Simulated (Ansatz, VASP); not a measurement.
# PbSe: VASP beside Ansatz

Contents of INCAR:

```
  PREC = Accurate
  ENCUT = 520
  EDIFF = 1E-7
  ISMEAR = 0
  SIGMA = 0.03
  LREAL = False
  LASPH = True
  NELM = 100
  ALGO = Normal
  ISIF = 2
  LWAVE = False
  LCHARG = False
  NBANDS = 17
```

Contents of KPOINTS:

```
Automatic mesh
0
Gamma
  10 10 10
```

Contents of POSCAR:

```
PbSe
1.0
    0.0000000000      2.7282028466      3.8576788251
    2.7282028466      0.0000000000      3.8576788251
    2.7282028466      2.7282028466      0.0000000000
Pb Se
1 1
Direct
    0.0000000000      0.0000000000      0.0000000000
    0.5000000000      0.5000000000      0.5000000000
```

Input for Ansatz:

```yaml
crystal:
  lattice:
    - [0.0, 2.7282028466, 3.8576788251]
    - [2.7282028466, 0.0, 3.8576788251]
    - [2.7282028466, 2.7282028466, 0.0]
  atoms:
    - { symbol: Pb, position: [0.0, 0.0, 0.0] }
    - { symbol: Se, position: [0.5, 0.5, 0.5] }
basis:
  ecutwfc: 420
kpoints:
  mp_grid: { grid: [10, 10, 10] }
hamiltonian:
  xc: lda
scf:
  occupations: { method: gaussian, width: 0.03 }
output:
  forces: true
  stress: true
  eigenvalues: true
```

Alike in both runs: task single point; functional LDA; k mesh 10 × 10 × 10; occupations gaussian, width 0.03 eV; no spin polarisation.

|  | VASP | Ansatz |
| --- | --- | --- |
| version | VASP 6.6.1 | Ansatz 0.2.0 |
| potentials or method | VASP PAW LDA potentials, release 64 (Pb_d, Se), cutoff 520 eV | scalar-relativistic, plane waves, PAW |
| valence electrons in the cell | 20 | 30 |

|  | VASP | Ansatz | Ansatz less VASP |
| --- | --- | --- | --- |
| gap on the k mesh at the Fermi level (eV) | none | none | - |
| pressure (GPa) | 11.0 | 10.9 | -0.07 |
| traceless stress, the component that is largest in VASP (GPa) | -16.34 | -16.25 | +0.091 |

LDA's correlation is that of Perdew and Zunger in VASP and of Perdew and Wang (1992) in Ansatz. A gap of «none» marks a metal or a gap that the smearing closes. VASP's potentials hold 20 valence electrons a cell and Ansatz's 30, so a difference there can come from the potentials and not from the codes.

Spin-orbit coupling is off throughout.
